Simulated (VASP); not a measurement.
## C: single point with PBE

C:

```xyz
8
Lattice="2.5181 0.0000 0.0000 -1.2590 2.1807 0.0000 0.0000 0.0000 8.3047" Properties=species:S:1:pos:R:3 pbc="T T T"
C    -0.0232   -0.1160    0.7721
C     0.0232    0.1160    4.9245
C     0.0232    0.1160    3.3802
C    -0.0232   -0.1160    7.5326
C    -0.0190    1.3588    1.2916
C     1.2780    0.8219    5.4440
C     0.0190    1.5488    2.8607
C     1.2400    0.6319    7.0131
```

This cell differs from its parent crystal: atoms displaced along several vibrational modes.

| Quantity | Value |
| --- | --- |
| Program | VASP 6.6.1 |
| Task | single point |
| Functional | PBE |
| Potentials or basis | VASP PAW PBE potentials, release 64 (C) |
| Cutoff | 520 eV |
| k mesh | 12 × 12 × 4 |
| Occupations | gaussian, width 0.05 eV |
| Spin | no spin polarisation |

```
Pressure               : 0.8 GPa
Largest force          : 0.838 eV/Å
Band gap on the k mesh : 4.49 eV (least direct gap 5.32 eV)
```

Forces on the atoms (eV/Å):
```
C    0.173  0.749  0.002
C   -0.173 -0.749  0.002
C   -0.141 -0.826  0.000
C    0.141  0.826  0.000
C    0.104  0.679  0.026
C   -0.104 -0.679  0.026
C   -0.147 -0.575 -0.029
C    0.147  0.575 -0.029
```

Stress tensor (GPa, compression positive):
```
 1.32 -0.34  0.00
-0.34 -0.34  0.00
 0.00  0.00  1.30
```

Levels at points of the mesh, in eV from the valence-band top:
| k point | band 13 | band 14 | band 15 | band 16 | band 17 | band 18 | band 19 | band 20 |
| --- | --- | --- | --- | --- | --- | --- | --- | --- |
| (0.00, 0.00, 0.00) | -1.47 | -0.09 | -0.06 | 0.00 | 5.32 | 5.34 | 5.43 | 7.09 |
| (0.50, 0.00, 0.00) | -4.82 | -4.54 | -3.51 | -2.98 | 4.69 | 5.37 | 6.04 | 6.16 |
| (0.00, 0.50, 0.00) | -4.83 | -4.43 | -3.54 | -2.94 | 4.60 | 5.16 | 6.00 | 6.21 |
| (0.50, 0.50, 0.00) | -4.80 | -4.61 | -3.50 | -3.01 | 4.74 | 5.54 | 5.93 | 6.17 |
| (0.00, 0.00, 0.50) | -0.65 | -0.65 | -0.61 | -0.61 | 6.06 | 6.06 | 6.07 | 6.07 |
| (0.50, 0.00, 0.50) | -4.63 | -4.63 | -3.62 | -3.62 | 5.01 | 5.01 | 6.74 | 6.74 |
| (0.00, 0.50, 0.50) | -4.55 | -4.55 | -3.63 | -3.63 | 4.92 | 4.92 | 6.49 | 6.49 |
| (0.50, 0.50, 0.50) | -4.68 | -4.68 | -3.62 | -3.62 | 5.07 | 5.07 | 6.93 | 6.93 |

Wall time 86 s on 1 thread of AMD EPYC 9R45 96-Core Processor (Zen 5), on a shared host, peak memory 0.25 GiB.

Caveat: the cell differs from its parent crystal (atoms displaced along several vibrational modes). A k mesh can miss the band edges.
